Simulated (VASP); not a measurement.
# Br (Im-3m) in VASP: further runs, part 2 of 2

VASP 6.6.1. Earlier steps stand in the parts before.

### Step 4. Single point, PBE (volume scaled by 0.4)

File INCAR:

```
SYSTEM = Br
  PREC = Accurate
  ENCUT = 520
  EDIFF = 1E-6
  ISMEAR = -1
  SIGMA = 0.08
  LREAL = .False.
  LASPH = .True.
  NELM = 80
  ALGO = Normal
  ISIF = 2
  LWAVE = .False.
  LCHARG = .True.
  GGA = PE
  LELF = .True.
  LVHAR = .True.
  NBANDS = 10
```

File KPOINTS:

```
Automatic mesh
0
Gamma
  16 16 16
  0 0 0
```

File POSCAR:

```
Br
1.0
   -1.3896060500      1.3896060500      1.3896060500
    1.3896060500     -1.3896060500      1.3896060500
    1.3896060500      1.3896060500     -1.3896060500
Br
1
Direct
    0.0000000000      0.0000000000      0.0000000000
```

Potentials or basis: VASP PAW PBE potentials, release 64 (Br).

Run with:

```
$ cat potpaw_PBE.64/Br/POTCAR > POTCAR
$ mpirun -np 1 vasp_std > vasp.out
```

OUTCAR:

```text
SYSTEM = Br
   PREC = Accurate
   ENCUT = 520
   EDIFF = 1E-6
   ISMEAR = -1
   LREAL = .False.
   LASPH = .True.
   NELM = 80
   ISIF = 2
   GGA = PE

 ion  position               nearest neighbor table
   1  0.000  0.000  0.000-

  LATTYP: Found a body centered cubic cell.
 ALAT       =     2.7792121000

  Lattice vectors:

 A1 = (  -1.3896060500,   1.3896060500,   1.3896060500)
 A2 = (   1.3896060500,  -1.3896060500,   1.3896060500)
 A3 = (   1.3896060500,   1.3896060500,  -1.3896060500)

Analysis of symmetry for initial positions (statically):
=====================================================================
 Subroutine PRICEL returns:
 Original cell was already a primitive cell.

 Routine SETGRP: Setting up the symmetry group for a
 body centered cubic supercell.

 Subroutine GETGRP returns: Found 48 space group operations
 (whereof 48 operations were pure point group operations)
 out of a pool of 48 trial point group operations.

The static configuration has the point symmetry O_h .

Analysis of symmetry for dynamics (positions and initial velocities):
=====================================================================
 Subroutine PRICEL returns:
 Original cell was already a primitive cell.

 Routine SETGRP: Setting up the symmetry group for a
 body centered cubic supercell.

 Subroutine GETGRP returns: Found 48 space group operations
 (whereof 48 operations were pure point group operations)
 out of a pool of 48 trial point group operations.

The dynamic configuration has the point symmetry O_h .

 Subroutine INISYM returns: Found 48 space group operations
 (whereof 48 operations are pure point group operations),
 and found     1 'primitive' translations

[... 108 lines left out ...]
   EFERMI_NEDOS =   21; number of points for ismear=-14 and -15
   IALGO  =     38    algorithm
   IMIX   =      4    mixing-type and parameters
     AMIX     =   0.40;   BMIX     =  1.00
     AMIX_MAG =   1.60;   BMIX_MAG =  1.00
  volume/ion in A,a.u.               =      10.73        72.43
  Fermi-wavevector in a.u.,A,eV,Ry     =   1.419698  2.682839 27.423100  2.015541
  Thomas-Fermi vector in A             =   2.540691
   LORBIT       =      0    0 simple, 1 ext, 2 COOP (PROOUT), +10 PAW based schemes
   GGA     = PE    functional components
   LHFCALC =     F    Hartree Fock is set to
   AEXX    =    0.0000 exact exchange contribution
   IVDW    =     0    specifies the selected vdW correction
   LEPSILON=     F    determine dielectric tensor
   LRPA    =     F    only Hartree local field effects (RPA)
 non-spin polarized calculation
  energy-cutoff  :      520.00
  volume of cell :       10.73
 maximum number of plane-waves:       321
 NGX is ok and might be reduce to    18
   NGX =  9   NGY =  9   NGZ =  9

 number of electron       7.0000002 magnetization

 Free energy of the ion-electron system (eV)
  ---------------------------------------------------
  ext. energy  EPLUGINS =         0.00000000
  ---------------------------------------------------
  free energy    TOTEN  =         4.14896112 eV

  energy without entropy =        4.16183186  energy(sigma->0) =        4.15539649

 E-fermi :  16.7360     XC(G=0): -13.9131

 val. band max:       16.7314979513   @ k =  -0.3750   0.5000   0.1250
 cond. band min:      16.7554299079   @ k =   0.2500   0.0000   0.0000
 fundamental gap:      0.0239319566
 Fermi energy:        16.7359662846

 k-point     1 :       0.0000    0.0000    0.0000
  band No.  band energies     occupation
      1      -9.9515      2.00000
      2      20.8411      0.00000
      3      20.8411      0.00000
      4      20.8411      0.00000
      5      29.3646      0.00000
      6      29.3646      0.00000
      7      29.3646      0.00000
      8      33.7318      0.00000
      9      33.7318      0.00000
     10      35.0887      0.00000
[... 287 lines left out ...]
 k-point    24 :       0.2500    0.1875   -0.0000
  band No.  band energies     occupation
      1      -4.6577      2.00000
      2       7.1620      2.00000
      3      10.7340      2.00000
      4      16.6878      1.29255
      5      25.6304      0.00000
      6      28.2300      0.00000
      7      33.2989      0.00000
      8      36.8121      0.00000
      9      41.2434      0.00000
     10      42.0791      0.00000

 [... further k-points ...]
[... 5 lines left out ...]
  --------------------------------------------------------------------------------------
  -------------------------------------------------------------------------------------
  Total       16.2133629     16.2133629     16.2133629     -0.0000000      0.0000000      0.0000000
  in kB     2420.1852232   2420.1852232   2420.1852232     -0.0000000      0.0000000      0.0000000
  external PRESSURE =    2420.1852232 kB  Pullay stress =       0.0000000 kB

 VOLUME and BASIS-vectors are now :
 -----------------------------------------------------------------------------
  energy-cutoff  :      520.00
  volume of cell :       10.73
      direct lattice vectors                 reciprocal lattice vectors
    -1.389606050  1.389606050  1.389606050     0.000000000  0.359814208  0.359814208
     1.389606050 -1.389606050  1.389606050     0.359814208  0.000000000  0.359814208
     1.389606050  1.389606050 -1.389606050     0.359814208  0.359814208  0.000000000

 POSITION                                       TOTAL-FORCE (eV/Angst)
 -----------------------------------------------------------------------------------
      0.00000      0.00000      0.00000        -0.000000     -0.000000     -0.000000
 -----------------------------------------------------------------------------------
    total drift:                               -0.000000      0.000000     -0.000000

  FREE ENERGIE OF THE ION-ELECTRON SYSTEM (eV)
  ---------------------------------------------------
  free  energy   TOTEN  =         4.1489611240 eV

  energy  without entropy=        4.1618318575  energy(sigma->0) =        4.15539649
```

stdout:

```text
POSCAR found type information on POSCAR Br
 POSCAR found :  1 types and       1 ions
 scaLAPACK will be used
 LDA part: xc-table for (Slater+PW92), standard interpolation
 POSCAR, INCAR and KPOINTS ok, starting setup
 FFT: planning ... GRIDC
 FFT: planning ... GRID_SOFT
 FFT: planning ... GRID
 WAVECAR not read
 entering main loop
```

Run time: 10 s. Hardware: 1 thread of AMD EPYC 7R43 (Zen 3), shared host; peak memory 0.09 GiB.

What came out:

| Item | Value |
| --- | --- |
| Free energy | 4.1490 eV |
| Pressure | 242.0 GPa |

Caveat: an odd number of electrons without spin polarisation forces a metal; a magnetic or distorted state may lie lower.

### Step 5. The runs side by side

```tsv
task	cell	cutoff (eV)	gap on the mesh (eV)	pressure (GPa)
single point	a = 3.267 Å, angles 109.5°, 1 atom	520	none	0.0
relaxation of cell and atoms	relaxed from a = 3.273 Å, angles 109.5°, 1 atom	600	none	0.0
single point	a = 2.407 Å, angles 109.5°, 1 atom	520	none	242.0
```

Alike in all rows: level PBE; potentials or basis VASP PAW PBE potentials, release 64 (Br); no spin polarisation; k mesh 16 × 16 × 16; smearing fermi-dirac 0.08 eV.

Caveats: an odd number of electrons without spin polarisation forces a metal; a magnetic or distorted state may lie lower.

Total energies depend on the potentials used, so only differences within one code and one set of settings carry meaning.
